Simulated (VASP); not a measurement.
SiB3W: relaxation of cell and atoms with PBE

The system is SiB3W.

```
Si B W
1.0
     4.31287    0.00000    0.00000
    -2.15643    3.73505    0.00000
     0.00000    0.00000    4.78746
Si B W
1 3 1
Direct
  0.00000 0.00000 0.00000
  0.50000 0.00000 0.50000
  0.00000 0.50000 0.50000
  0.50000 0.50000 0.50000
  0.00000 0.00000 0.50000
```

The cell was built from a structure type or drawn by symmetry, and may not be a known phase.

```json
{
 "Program": "VASP 6.6.1",
 "Task": "relaxation of cell and atoms",
 "Functional": "PBE",
 "Potentials or basis": "VASP PAW PBE potentials, release 64 (Si, B, W_sv)",
 "Cutoff": "600 eV",
 "k mesh": "12 × 12 × 8",
 "Occupations": "gaussian, width 0.1 eV",
 "Spin": "no spin polarisation",
 "Dipole correction": "no",
 "Further INCAR settings": "ALGO = Normal; EDIFF = 1e-06; IBRION = 2; EDIFFG = -0.01; NSW = 100; ISIF = 3"
}
```

* Relaxed volume: 15.44 Å³/atom
* Relaxed cell: a = 4.316 Å, b = 4.316 Å, c = 4.787 Å, α = 90.00°, β = 90.00°, γ = 120.00°
* Space group after relaxing (to 0.1 Å): P6/mmm (No. 191)
* Energy gained by relaxing: 0.0 meV/atom
* Ionic steps: 3
* Pressure after relaxing: 0.0 GPa
* Band gap on the k mesh: zero (an odd number of electrons rules out a gap without spin polarisation)

The path:
```
step  energy change (eV)  largest force (eV/Å)  pressure (GPa)  volume (Å³)
   1              0.0000                0.0000            0.22        77.12
   2              0.0001                0.0000           -0.29        77.36
   3             -0.0001                0.0000            0.00        77.22
```

Final structure:
```yaml
crystal:
  lattice:
    - [4.31595, 0.00000, 0.00000]
    - [-2.15798, 3.73773, 0.00000]
    - [0.00000, 0.00000, 4.78681]
  atoms:
    - { symbol: Si, position: [0.00000, 0.00000, 0.00000] }
    - { symbol: B, position: [0.50000, 0.00000, 0.50000] }
    - { symbol: B, position: [0.00000, 0.50000, 0.50000] }
    - { symbol: B, position: [0.50000, 0.50000, 0.50000] }
    - { symbol: W, position: [0.00000, 0.00000, 0.50000] }
```

Levels at points of the mesh, in eV from the Fermi level:
```
           k point  band 12  band 13  band 14  band 15  band 16  band 17
(0.00, 0.00, 0.00)    -1.89    -0.41    -0.41     2.17     2.17     2.39
(0.50, 0.00, 0.00)    -1.31    -1.26    -0.54     1.65     2.58     2.61
(0.00, 0.00, 0.50)    -1.63    -1.50    -1.50    -0.80     2.70     2.70
(0.50, 0.00, 0.50)    -3.16    -2.47     0.55     2.57     2.61     4.02
```

Run time: 5.4 min on 1 thread of Intel Xeon 8259CL, on a shared host, peak memory 0.36 GiB.

Caveat: spin-orbit coupling is left out, which moves the levels of the heavy elements.
